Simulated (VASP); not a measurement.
A run of VASP 6.6.1:

INCAR

```
PREC     = Accurate       # precision mode
ENCUT    = 600            # plane-wave cutoff, eV
EDIFF    = 1E-6           # SCF threshold, eV
ISMEAR   = -1             # smearing method
SIGMA    = 0.05           # smearing width, eV
LREAL    = False          # projectors in reciprocal space
LASPH    = True           # aspherical terms in the spheres
NELM     = 120            # most SCF steps
ALGO     = Normal         # electronic algorithm
ISIF     = 2              # what is computed and relaxed
LWAVE    = False          # write WAVECAR
LCHARG   = False          # write CHGCAR
GGA      = B5             # functional
ALDAX    = 1.0          
AGGAX    = 1.0          
AGGAC    = 1.0          
ALDAC    = 0.0          
NBANDS   = 36             # bands
GGA_COMPAT= False
```

Contents of KPOINTS:

```
regular mesh
0
Gamma
  6 6 9
```

POSCAR

```
TaN
1.0
    5.1960000000      0.0000000000      0.0000000000
   -2.5980000000      4.4998679981      0.0000000000
    0.0000000000      0.0000000000      2.9110000000
Ta N
3 3
Direct
    0.0000000000      0.0000000000      0.0000000000
    0.6666666667      0.3333333333      0.5000000000
    0.3333333333      0.6666666667      0.5000000000
    0.0000000000      0.3928500000      0.0000000000
    0.6071500000      0.6071500000      0.0000000000
    0.3928500000      0.0000000000      0.0000000000
```

Potentials or basis: VASP PAW PBE potentials, release 64 (Ta_sv_GW, N).

The run is started by

```bash
$ cat potpaw_PBE.64/Ta_sv_GW/POTCAR potpaw_PBE.64/N/POTCAR > POTCAR
$ mpirun -np 1 vasp_std > vasp.out
```

Hardware: 1 thread of AMD EPYC 7R43 64-Core Processor (Zen 3) (shared host).

Q: How long does it take, and how much memory?

A: Run time: 5 min on 1 thread of AMD EPYC 7R43 64-Core Processor (Zen 3) (shared host), peak memory 0.2 GiB. Counts: scf iterations 21, k points 35.
